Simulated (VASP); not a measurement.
A run of VASP 6.6.1 is set up as follows.

Contents of INCAR:

```
PREC = Accurate
ENCUT = 600
EDIFF = 1E-7
ISMEAR = -1
SIGMA = 0.05
LREAL = F
LASPH = T
NELM = 60
ALGO = Normal
ISIF = 3
LWAVE = F
LCHARG = F
GGA = PE
IVDW = 12
IBRION = 2
NSW = 80
EDIFFG = -0.02
```

The input KPOINTS:

```
regular mesh
0
Gamma
  7 7 7
```

File POSCAR:

```
HgTe
1.0
    0.0000000000      3.2145000000      3.2145000000
    3.2145000000      0.0000000000      3.2145000000
    3.2145000000      3.2145000000      0.0000000000
Hg Te
1 1
Direct
    0.0000000000      0.0000000000      0.0000000000
    0.7500000000      0.7500000000      0.7500000000
```

Potentials or basis: VASP PAW PBE potentials, release 64 (Hg, Te).

Run with:

```bash
$ cat potpaw_PBE.64/Hg/POTCAR potpaw_PBE.64/Te/POTCAR > POTCAR
$ mpirun -np 1 vasp_std > vasp.out
```

Task: What does it give for the band gap on the k mesh?

Result: Zero (filled and empty bands touch).

Task: Predict the relaxed cell.

Result: a = 4.632 Å, b = 4.632 Å, c = 4.632 Å, α = 60.00°, β = 60.00°, γ = 60.00°.

Task: What does it give for the dispersion energy per atom?

Result: -0.344 eV.

Task: What does it give for the space group after relaxing (to 0.05 Å)?

Result: F-43m (No. 216).

Final structure:
```yaml
crystal:
  lattice:
    - [0.00000, 3.27544, 3.27544]
    - [3.27544, 0.00000, 3.27544]
    - [3.27544, 3.27544, 0.00000]
  atoms:
    - { symbol: Hg, position: [0.00000, 0.00000, 0.00000] }
    - { symbol: Te, position: [0.75000, 0.75000, 0.75000] }
```

Caveat: spin-orbit coupling is left out, which moves the levels of the heavy elements. Zero-point motion and thermal expansion aren't in these numbers.
